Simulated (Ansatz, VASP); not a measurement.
**CsTi3 in VASP and in Ansatz**

```
Cs Ti
1.0
     4.43157    0.00000    0.00000
     0.00000    4.43157    0.00000
     0.00000    0.00000    4.43157
Cs Ti
1 3
Direct
  0.00000 0.00000 0.00000
  0.00000 0.50000 0.50000
  0.50000 0.00000 0.50000
  0.50000 0.50000 0.00000
```

Alike in both runs: task single point; functional r2SCAN; k mesh 4 × 4 × 4; occupations gaussian, width 0.1 eV; no spin polarisation.

|  | VASP | Ansatz |
| --- | --- | --- |
| version | VASP 6.6.1 | Ansatz 0.2.0 |
| potentials or method | VASP PAW PBE potentials, release 64 (Cs_sv, Ti_sv), cutoff 520 eV | scalar-relativistic, plane waves, PAW |
| valence electrons in the cell | 45 | 45 |

Ansatz gave:

```
gap on the k mesh at the Fermi level (eV) : none
pressure (GPa)                            : -2.8
```

**Question.** Estimate VASP's values.

**Answer.** gap on the k mesh at the Fermi level (eV): none; pressure (GPa): -2.1.

VASP's potentials were made for PBE, not for r2SCAN. A gap of «none» marks a metal or a gap that the smearing closes. The functional is the same, so the differences come from potentials, cutoffs and numerics.

Spin-orbit coupling is off throughout.
